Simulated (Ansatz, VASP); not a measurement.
# Two plane-wave programs on In3As

```xyz
4
Lattice="-2.8041 2.8041 3.3248 2.8041 -2.8041 3.3248 2.8041 2.8041 -3.3248" Properties=species:S:1:pos:R:3 pbc="T T T"
In    0.0000    0.0000    3.3248
In    0.0000    2.8041    1.6624
In    2.8041    0.0000    1.6624
As    0.0000    0.0000    0.0000
```

Alike in both runs: task relaxation of cell and atoms; functional PBE; k mesh 12 × 12 × 12; occupations gaussian, width 0.1 eV; no spin polarisation.

```csv
,VASP,Ansatz
version,VASP 6.6.1,Ansatz 0.2.0
potentials or method,"VASP PAW PBE potentials, release 64 (In_d, As), cutoff 600 eV","scalar-relativistic, plane waves, PAW"
valence electrons in the cell,44,54
```

```tsv
	VASP	Ansatz	Ansatz less VASP
gap on the k mesh at the Fermi level, each at its own relaxed structure (eV)	none	none	-
relaxed volume (Å³/atom)	25.64	25.62	-0.021
relaxed cell length with the largest relative difference (Å)	5.145	5.144	-0.0015
```

A gap of «none» marks a metal or a gap that the smearing closes. VASP's potentials hold 44 valence electrons a cell and Ansatz's 54, so a difference there can come from the potentials and not from the codes.
